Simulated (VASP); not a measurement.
A run of VASP 6.6.1 is set up as follows.

File INCAR:

```
SYSTEM = MnO2
PREC = Accurate ; ENCUT = 520
EDIFF = 1E-6 ; ISMEAR = -5
SIGMA = 0.1 ; LREAL = .FALSE.
LASPH = .TRUE. ; NELM = 150
ALGO = Normal ; ISIF = 2
LWAVE = .FALSE. ; LCHARG = .FALSE.
ISPIN = 2 ; MAGMOM = 3 0 0
LORBIT = 11 ; LMAXMIX = 4
GGA = PE ; NBANDS = 24
```

File KPOINTS:

```
Automatic mesh
0
G
  14 14 6
  0 0 0
```

POSCAR

```
MnO2
1.0
    2.8768068094      0.0000000000      0.0000000000
   -1.4384034047      2.4913877787      0.0000000000
    0.0000000000      0.0000000000      5.4464523635
Mn O
1 2
Direct
    0.0000000000      0.0000000000      0.0000000000
    0.3333333333      0.6666666667      0.1753671606
    0.6666666667      0.3333333333      0.8246328394
```

Potentials or basis: VASP PAW PBE potentials, release 64 (Mn_pv, O).

Run with:

```sh
$ cat potpaw_PBE.64/Mn_pv/POTCAR potpaw_PBE.64/O/POTCAR > POTCAR
$ mpirun -np 1 vasp_std > vasp.out
```

(1) Predict the largest force.

(2) Predict the pressure.

## Answers

(1) 0.086 eV/Å.

(2) 0.8 GPa.

Caveat: a cell with one magnetic atom can't hold antiferromagnetic order, which such compounds often take.
